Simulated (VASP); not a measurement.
# Si3Ni4 (P1) in VASP: single point with PBE

Aim: the single point of Si3Ni4 with PBE.

Program: VASP 6.6.1. These are calculated values, not measurements. Logs are shortened: lines on timing, memory, paths and dates and some standing lists are left out, and cuts for length are marked.

### 1 The cell of the first run

The typed cell holds 14 atoms: a = 6.022 Å, b = 6.557 Å, c = 6.309 Å, α = 55.93°, β = 61.61°, γ = 59.98°.

### 2 Single point, PBE

File INCAR:

```
PREC = Accurate
ENCUT = 520
EDIFF = 1E-7
ISMEAR = 0
SIGMA = 0.1
LREAL = False
LASPH = True
NELM = 100
ALGO = Normal
ISIF = 2
LWAVE = False
LCHARG = False
GGA = PE
NBANDS = 65
ISYM = 0
```

File KPOINTS:

```
regular mesh
0
Gamma
  3 3 3
```

File POSCAR:

```
Si3Ni4
1.0
   -6.0202421224      0.1354257813     -0.0818977250
   -3.1454518953      3.1440578876     -4.8183217352
   -3.0010267346     -2.8912404424     -4.7371012396
Si Ni
6 8
Direct
    0.7015035523      0.3438687128      0.7975057396
    0.1387089266      0.2915028188      0.8603810736
    0.6388057037      0.7915354549      0.3602663206
    0.2014292014      0.8439733152      0.2973854038
    0.1147880939      0.4479962838      0.3846093935
    0.6147821124      0.9479855626      0.8846142068
    0.4505349799      0.6069531043      0.0476511436
    0.8762304273      0.5406667276      0.1227799436
    0.3760701254      0.0405699258      0.6229537394
    0.9505535627      0.1069299074      0.5476968784
    0.8584612810      0.7002931951      0.6407245179
    0.2818245128      0.6495178232      0.7168411111
    0.7816442280      0.1495132793      0.2170973656
    0.3584244367      0.2003356675      0.1407179602
```

Potentials or basis: VASP PAW PBE potentials, release 64 (Si, Ni).

On the command line:

```console
$ cat potpaw_PBE.64/Si/POTCAR potpaw_PBE.64/Ni/POTCAR > POTCAR
$ mpirun -np 1 vasp_std > vasp.out
```

OUTCAR:

```text
PREC = Accurate
   ENCUT = 520
   EDIFF = 1E-7
   ISMEAR = 0
   LREAL = False
   LASPH = True
   NELM = 100
   ISIF = 2
   GGA = PE
   ISYM = 0

 ion  position               nearest neighbor table
   1  0.702  0.344  0.798-  14 2.29  10 2.30  12 2.38  13 2.38   7 2.43  11 2.46   6 2.61   5 2.64
                             2 2.67   3 2.68
   2  0.139  0.292  0.860-   9 2.32  14 2.34  11 2.34  13 2.37   8 2.42  12 2.44   6 2.62   5 2.63
                             1 2.67   4 2.68
   3  0.639  0.792  0.360-   8 2.32  11 2.34  14 2.34  12 2.37   9 2.42  13 2.44   5 2.62   6 2.63
                             4 2.67   1 2.68
   4  0.201  0.844  0.297-  11 2.29   7 2.30  13 2.38  12 2.38  10 2.43  14 2.46   5 2.61   6 2.64
                             3 2.67   2 2.68
   5  0.115  0.448  0.385-   7 2.29   9 2.33   8 2.33  14 2.33  10 2.39  11 2.41   4 2.61   3 2.62
                             2 2.63   1 2.64
   6  0.615  0.948  0.885-  10 2.29   8 2.33   9 2.33  11 2.33   7 2.39  14 2.41   1 2.61   2 2.62
                             3 2.63   4 2.64
   7  0.451  0.607  0.048-   5 2.29   4 2.30   6 2.39   1 2.43  12 2.56  13 2.56  11 2.60   8 2.61
                             9 2.61  14 2.68
   8  0.876  0.541  0.123-   3 2.32   6 2.33   5 2.33   2 2.42  13 2.59  12 2.60   7 2.61  10 2.61
                            14 2.64  11 2.64
   9  0.376  0.041  0.623-   2 2.32   5 2.33   6 2.33   3 2.42  12 2.59  13 2.60  10 2.61   7 2.61
                            11 2.64  14 2.64
  10  0.951  0.107  0.548-   6 2.29   1 2.30   5 2.39   4 2.43  13 2.56  12 2.56  14 2.60   9 2.61
                             8 2.61  11 2.68
  11  0.858  0.700  0.641-   4 2.29   6 2.33   3 2.34   2 2.34   5 2.41   1 2.46   7 2.60   9 2.64
                            12 2.64   8 2.64  13 2.65  10 2.68
  12  0.282  0.650  0.717-   3 2.37   1 2.38   4 2.38   2 2.44   7 2.56  10 2.56   9 2.59   8 2.60
                            11 2.64  14 2.65
  13  0.782  0.150  0.217-   2 2.37   4 2.38   1 2.38   3 2.44  10 2.56   7 2.56   8 2.59   9 2.60
                            14 2.64  11 2.65
  14  0.358  0.200  0.141-   1 2.29   5 2.33   2 2.34   3 2.34   6 2.41   4 2.46  10 2.60   8 2.64
                            13 2.64   9 2.64  12 2.65   7 2.68

IMPORTANT INFORMATION: All symmetrisations will be switched off!
NOSYMM: (Re-)initialisation of all symmetry stuff for point group C_1.

----------------------------------------------------------------------------------------

                                     Primitive cell

  volume of cell :     171.9542

  direct lattice vectors                    reciprocal lattice vectors
    -6.020242122  0.135425781 -0.081897725    -0.167629819 -0.002561216  0.107759288
    -3.145451895  3.144057888 -4.818321735     0.005107824  0.164420080 -0.103587970
    -3.001026735 -2.891240442 -4.737101240    -0.002297320 -0.167194883 -0.107598518

  length of vectors
     6.022322027  6.557071905  6.309164835     0.199294707  0.194397839  0.198838748

  position of ions in fractional coordinates (direct lattice)
     0.701503552  0.343868713  0.797505740
     0.138708927  0.291502819  0.860381074
     0.638805704  0.791535455  0.360266321
     0.201429201  0.843973315  0.297385404
     0.114788094  0.447996284  0.384609393
     0.614782112  0.947985563  0.884614207
     0.450534980  0.606953104  0.047651144
     0.876230427  0.540666728  0.122779944
     0.376070125  0.040569926  0.622953739
     0.950553563  0.106929907  0.547696878
     0.858461281  0.700293195  0.640724518
     0.281824513  0.649517823  0.716841111
     0.781644228  0.149513279  0.217097366
     0.358424437  0.200335667  0.140717960

  ion indices of the primitive-cell ions
   primitive index   ion index
                 1           1
                 2           2
                 3           3
                 4           4
                 5           5
                 6           6
                 7           7
                 8           8
                 9           9
                10          10
                11          11
                12          12
                13          13
                14          14

----------------------------------------------------------------------------------------

 KPOINTS: regular mesh

Automatic generation of k-mesh.
 Grid dimensions read from file:
 generate k-points for:    3    3    3

 Generating k-lattice:

  Cartesian coordinates                     Fractional coordinates (reciprocal lattice)
    -0.055876606 -0.000853739  0.035919763     0.333333333  0.000000000 -0.000000000
     0.001702608  0.054806693 -0.034529323     0.000000000  0.333333333 -0.000000000
    -0.000765773 -0.055731628 -0.035866173     0.000000000  0.000000000  0.333333333

  Length of vectors
     0.066431569  0.064799280  0.066279583

  Shift w.r.t. Gamma in fractional coordinates (k-lattice)
     0.000000000  0.000000000  0.000000000

 Subroutine IBZKPT returns following result:
 ===========================================

 Found     14 irreducible k-points:

 Following reciprocal coordinates:
            Coordinates               Weight
  0.000000  0.000000  0.000000      1.000000
  0.333333 -0.000000 -0.000000      2.000000
 -0.000000  0.333333  0.000000      2.000000
  0.333333  0.333333  0.000000      2.000000
 -0.333333  0.333333  0.000000      2.000000
  0.000000 -0.000000  0.333333      2.000000
  0.333333 -0.000000  0.333333      2.000000
 -0.333333  0.000000  0.333333      2.000000
 -0.000000  0.333333  0.333333      2.000000
  0.333333  0.333333  0.333333      2.000000
 -0.333333  0.333333  0.333333      2.000000
  0.000000 -0.333333  0.333333      2.000000
  0.333333 -0.333333  0.333333      2.000000
 -0.333333 -0.333333  0.333333      2.000000
   k-points           NKPTS =     14   k-points in BZ     NKDIM =     14   number of bands    NBANDS=     65
   number of dos      NEDOS =    301   number of ions     NIONS =     14
   total plane-waves  NPLWV = 115200
   dimension x,y,z NGX =    48 NGY =   50 NGZ =   48
   dimension x,y,z NGXF=    96 NGYF=  100 NGZF=   96
   ions per type =               6   8
   NGX,Y,Z   is equivalent  to a cutoff of  13.25, 12.68, 12.65 a.u.
   NGXF,Y,Z  is equivalent  to a cutoff of  26.50, 25.35, 25.30 a.u.
 SYSTEM =  unknown system
   PREC   = accura    normal or accurate (medium, high low for compatibility)
   ISTART =      0    job   : 0-new  1-cont  2-samecut
   ICHARG =      2    charge: 1-file 2-atom 10-const
   ISPIN  =      1    spin polarized calculation?
   LNONCOLLINEAR =      F non collinear calculations
   LSORBIT =      F    spin-orbit coupling
   LASPH  =      T    aspherical Exc in radial PAW
   ENCUT  =  520.0 eV  38.22 Ry    6.18 a.u.  11.20 12.19 11.73*2*pi/ulx,y,z
   NELM   =    100;   NELMIN=  2; NELMDL= -5     # of ELM steps
   EDIFF  = 0.1E-06   stopping-criterion for ELM
   LREAL  =      F    real-space projection
   EDIFFG = 0.1E-05   stopping-criterion for IOM
   NSW    =      0    number of steps for IOM
   IBRION =     -1    ionic relax: 0-MD 1-quasi-New 2-CG
   NFREE  =      0    steps in history (QN), initial steepest desc. (CG)
   ISIF   =      2    stress and relaxation
   ISYM   =      0    0-nonsym 1-usesym 2-fastsym
   POTIM  = 0.5000    time-step for ionic-motion
   TEBEG  =    0.0;   TEEND  =   0.0 temperature during run
   PSTRESS=    0.0 pullay stress
   NELECT =     104.0000    total number of electrons
   NUPDOWN=      -1.0000    fix difference up-down
   EMIN   =  10.00;   EMAX   =-10.00  energy-range for DOS
   EFERMI =   0.00;   METHOD = LEGACY
   ISMEAR =     0;   SIGMA  =   0.10  broadening in eV -4-tet -1-fermi 0-gaus
   EFERMI_NEDOS =   21; number of points for ismear=-14 and -15
   IALGO  =     38    algorithm
   IMIX   =      4    mixing-type and parameters
     AMIX     =   0.40;   BMIX     =  1.00
     AMIX_MAG =   1.60;   BMIX_MAG =  1.00
  volume/ion in A,a.u.               =      12.28        82.89
  Fermi-wavevector in a.u.,A,eV,Ry     =   1.384464  2.616258 26.078843  1.916741
  Thomas-Fermi vector in A             =   2.508966
   LORBIT       =      0    0 simple, 1 ext, 2 COOP (PROOUT), +10 PAW based schemes
   GGA     = PE    functional components
   LHFCALC =     F    Hartree Fock is set to
   AEXX    =    0.0000 exact exchange contribution
   IVDW    =     0    specifies the selected vdW correction
   LEPSILON=     F    determine dielectric tensor
   LRPA    =     F    only Hartree local field effects (RPA)
 non-spin polarized calculation
 Gauss-broadening in eV      SIGMA  =   0.10
  energy-cutoff  :      520.00
  volume of cell :      171.95
 maximum number of plane-waves:      4653
 NGX is ok and might be reduce to    48
   NGX = 23   NGY = 25   NGZ = 23

 number of electron     104.0000004 magnetization

 Free energy of the ion-electron system (eV)
  ---------------------------------------------------
  ext. energy  EPLUGINS =         0.00000000
  ---------------------------------------------------
  free energy    TOTEN  =       -80.73167358 eV

  energy without entropy =      -80.68544265  energy(sigma->0) =      -80.70855812

 E-fermi :   9.5290     XC(G=0): -12.1284

 val. band max:        9.5186355393   @ k =   0.3333  -0.0000  -0.0000
 cond. band min:       9.5536687002   @ k =   0.3333   0.3333   0.0000
 fundamental gap:      0.0350331609
 Fermi energy:         9.5290252372

 k-point     1 :       0.0000    0.0000    0.0000
  band No.  band energies     occupation
      1      -3.1306      2.00000
      2       0.2097      2.00000
      3       0.8205      2.00000
      4       1.0272      2.00000
      5       1.9208      2.00000
      6       2.6111      2.00000
[... 927 lines left out ...]
     63      13.8779      0.00000
     64      13.9367      0.00000
 [bands above 64 left out]

------------------------ aborting loop because EDIFF is reached ----------------------------------------

  FORCE on cell =-STRESS in cart. coord.  units (eV):
  Direction    XX          YY          ZZ          XY          YZ          ZX
  --------------------------------------------------------------------------------------
  -------------------------------------------------------------------------------------
  Total        0.1681267      0.0025443      0.0425814      0.0031998     -0.0030729      0.0071709
  in kB        1.5665151      0.0237068      0.3967504      0.0298138     -0.0286319      0.0668150
  external PRESSURE =       0.6623241 kB  Pullay stress =       0.0000000 kB

 VOLUME and BASIS-vectors are now :
 -----------------------------------------------------------------------------
  energy-cutoff  :      520.00
  volume of cell :      171.95
      direct lattice vectors                 reciprocal lattice vectors
    -6.020242122  0.135425781 -0.081897725    -0.167629819 -0.002561216  0.107759288
    -3.145451895  3.144057888 -4.818321735     0.005107824  0.164420080 -0.103587970
    -3.001026735 -2.891240442 -4.737101240    -0.002297320 -0.167194883 -0.107598518

 POSITION                                       TOTAL-FORCE (eV/Angst)
 -----------------------------------------------------------------------------------
     -7.69818     -1.12964     -5.49219         0.004085     -0.001158      0.004113
     -4.33400     -1.55228     -5.49163        -0.013704      0.014449     -0.011872
     -7.41667      1.53353     -5.57281        -0.013406      0.013306     -0.012790
     -4.75979      1.82097     -5.49178         0.002910     -0.003650      0.003864
     -3.25443      0.31207     -3.98992         0.003484     -0.004299      0.015294
     -9.33773      0.50615     -8.80856         0.004062     -0.002676      0.015313
     -4.76447      1.83154     -3.18712        -0.008068      0.003094      0.015379
     -7.34423      1.46357     -3.25849        -0.001347     -0.001732      0.002056
     -4.26114     -1.62263     -3.17727        -0.002281      0.000031      0.002764
     -7.70256     -1.11860     -3.18757        -0.007513      0.003912      0.015274
     -9.29371      0.46553     -6.47972         0.010019     -0.005967     -0.017020
     -5.89094      0.00773     -6.54842         0.006058     -0.005701     -0.009084
     -5.82749     -0.05175     -1.81283         0.006093     -0.002993     -0.007121
     -3.21025      0.27156     -1.66123         0.009608     -0.006616     -0.016171
 -----------------------------------------------------------------------------------
    total drift:                               -0.000328      0.000331      0.000478

  FREE ENERGIE OF THE ION-ELECTRON SYSTEM (eV)
  ---------------------------------------------------
  free  energy   TOTEN  =       -80.7316735790 eV

  energy  without entropy=      -80.6854426548  energy(sigma->0) =      -80.70855812
```

Run time: 2.2 min. Hardware: 1 thread of Intel Xeon 6975P-C (Granite Rapids), shared host; peak memory 0.37 GiB.

What came out:

| Quantity | Value |
| --- | --- |
| Free energy | -80.7317 eV |
| Pressure | 0.1 GPa |
| Largest force | 0.023 eV/Å |
| Band gap on the k mesh | zero (band 52 reaches 9.81 eV, above the bottom of band 53 at 9.22 eV) |

Forces on the atoms (eV/Å):
```
Si   0.004 -0.001  0.004
Si  -0.014  0.014 -0.012
Si  -0.013  0.013 -0.013
Si   0.003 -0.004  0.004
Si   0.003 -0.004  0.015
Si   0.004 -0.003  0.015
Ni  -0.008  0.003  0.015
Ni  -0.001 -0.002  0.002
Ni  -0.002  0.000  0.003
Ni  -0.008  0.004  0.015
Ni   0.010 -0.006 -0.017
Ni   0.006 -0.006 -0.009
Ni   0.006 -0.003 -0.007
Ni   0.010 -0.007 -0.016
```

Levels at points of the mesh, in eV from the Fermi level:
| k point | band 49 | band 50 | band 51 | band 52 | band 53 | band 54 | band 55 | band 56 | band 57 | band 58 |
| --- | --- | --- | --- | --- | --- | --- | --- | --- | --- | --- |
| (0.00, 0.00, 0.00) | -0.68 | -0.58 | -0.53 | -0.41 | -0.31 | -0.18 | 0.33 | 2.56 | 2.66 | 2.69 |

Caveat: the k points lie up to 0.42 Å⁻¹ apart. Spin polarisation is off, so any magnetic state and its effect on volume and gap are missing.
